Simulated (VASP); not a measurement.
ZrSnSe3: relaxation of cell and atoms with PBE

Crystal: ZrSnSe3.

```
CELL_PARAMETERS angstrom
5.05824 0.00000 0.00000
0.00000 5.05824 0.00000
0.00000 0.00000 6.12757
ATOMIC_POSITIONS crystal
Zr 0.50000 0.50000 0.54858
Sn 0.00000 0.00000 0.15246
Se 0.50000 0.00000 0.39690
Se 0.50000 0.50000 0.94276
Se 0.00000 0.50000 0.39690
```

The cell was generated, and may not be a known phase.

```
Program                : VASP 6.6.1
Task                   : relaxation of cell and atoms
Functional             : PBE
Potentials or basis    : VASP PAW PBE potentials, release 64 (Zr_sv, Sn_d, Se)
Cutoff                 : 600 eV
k mesh                 : 6 × 6 × 6
Occupations            : gaussian, width 0.02 eV
Spin                   : no spin polarisation
Dipole correction      : no
Further INCAR settings : ALGO = Normal; EDIFF = 1e-07; IBRION = 2; EDIFFG = -0.01; NSW = 100; ISIF = 3
```

The relaxed volume is 31.38 Å³/atom and the relaxed cell is a = 5.059 Å, b = 5.059 Å, c = 6.130 Å, α = 90.00°, β = 90.00°, γ = 90.00°. The space group after relaxing (to 0.1 Å) is P4mm (No. 99). The energy gained by relaxing is 0.0 meV/atom and the ionic steps are 3. The pressure after relaxing is 0.0 GPa. The largest force after relaxing is 0.006 eV/Å and the band gap on the k mesh is 0.91 eV (least direct gap 1.31 eV).

Forces in eV/Å, atoms in the order of the input:
```
Zr   0.000  0.000 -0.001
Sn   0.000  0.000 -0.005
Se   0.000  0.000  0.000
Se   0.000  0.000  0.006
Se   0.000  0.000  0.000
```

Final structure:
```
Zr Sn Se
1.0
     5.05917    0.00000    0.00000
     0.00000    5.05917    0.00000
     0.00000    0.00000    6.12956
Zr Sn Se
1 1 3
Direct
  0.50000 0.50000 0.54846
  0.00000 0.00000 0.15243
  0.50000 0.00000 0.39690
  0.50000 0.50000 0.94291
  0.00000 0.50000 0.39690
```

Levels at points of the mesh, in eV from the valence-band top:
| k point | band 19 | band 20 | band 21 | band 22 | band 23 | band 24 | band 25 | band 26 |
| --- | --- | --- | --- | --- | --- | --- | --- | --- |
| (0.00, 0.00, 0.00) | -1.52 | -1.24 | -0.86 | -0.86 | 0.91 | 1.19 | 2.76 | 2.76 |
| (0.50, 0.00, 0.00) | -1.81 | -1.29 | -1.06 | -0.33 | 1.62 | 1.88 | 1.89 | 2.32 |
| (0.50, 0.50, 0.00) | -1.56 | -1.56 | -1.54 | 0.00 | 1.31 | 1.51 | 2.22 | 2.22 |
| (0.00, 0.00, 0.50) | -1.42 | -1.28 | -0.87 | -0.87 | 0.92 | 0.93 | 2.86 | 2.86 |
| (0.50, 0.00, 0.50) | -1.78 | -1.01 | -0.78 | -0.53 | 1.36 | 2.31 | 2.78 | 3.18 |
| (0.50, 0.50, 0.50) | -1.98 | -0.46 | -0.46 | 0.00 | 1.73 | 1.73 | 1.95 | 3.09 |

It took 4.2 min on 1 thread of AMD EPYC 9R45 96-Core Processor (Zen 5), with other jobs on the host, peak memory 0.4 GiB.

Caveat: spin-orbit coupling is left out, which moves the levels of the heavy elements. A k mesh can miss the band edges.
